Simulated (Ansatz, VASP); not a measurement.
Cd4SeS3 in VASP and in Ansatz

```
Cd Se S
1.0
     8.50095    0.00000    0.00000
    -4.25048    7.36204    0.00000
     0.00000    0.00000    6.90156
Cd Se S
8 2 6
Direct
  0.16218 0.83782 0.37145
  0.16218 0.32436 0.37145
  0.67564 0.83782 0.37145
  0.33333 0.66667 0.88819
  0.83782 0.16218 0.87145
  0.32436 0.16218 0.87145
  0.66667 0.33333 0.38819
  0.83782 0.67564 0.87145
  0.33333 0.66667 0.50007
  0.66667 0.33333 0.00007
  0.16573 0.83427 0.99913
  0.16573 0.33146 0.99913
  0.66854 0.83427 0.99913
  0.83427 0.16573 0.49913
  0.33146 0.16573 0.49913
  0.83427 0.66854 0.49913
```

Alike in both runs: functional PBE; k mesh 2 × 2 × 2; occupations gaussian, width 0.15 eV; no spin polarisation.

Ansatz relaxed the structure, and its values are those at the end. VASP's run is a single point on that final structure, the one shown.

```csv
,VASP,Ansatz
version,VASP 6.6.1,Ansatz 0.2.0
potentials or method,"VASP PAW PBE potentials, release 64 (Cd, Se, S), cutoff 520 eV","scalar-relativistic, plane waves, PAW"
valence electrons in the cell,144,228
```

VASP gave:

- gap on the k mesh at the Fermi level (eV): 0.94
- least direct gap on the mesh (eV): 0.94
- pressure (GPa): 0.2
- rms of the force components (eV/Å): 0.009

Q: What did Ansatz give for the same quantities?

A: gap on the k mesh at the Fermi level (eV): 0.94; least direct gap on the mesh (eV): 0.94; pressure (GPa): -0.1; rms of the force components (eV/Å): 0.009.

VASP's potentials hold 144 valence electrons a cell and Ansatz's 228, so a difference there can come from the potentials and not from the codes.

The k mesh is coarse, so the values compare programs but aren't converged.
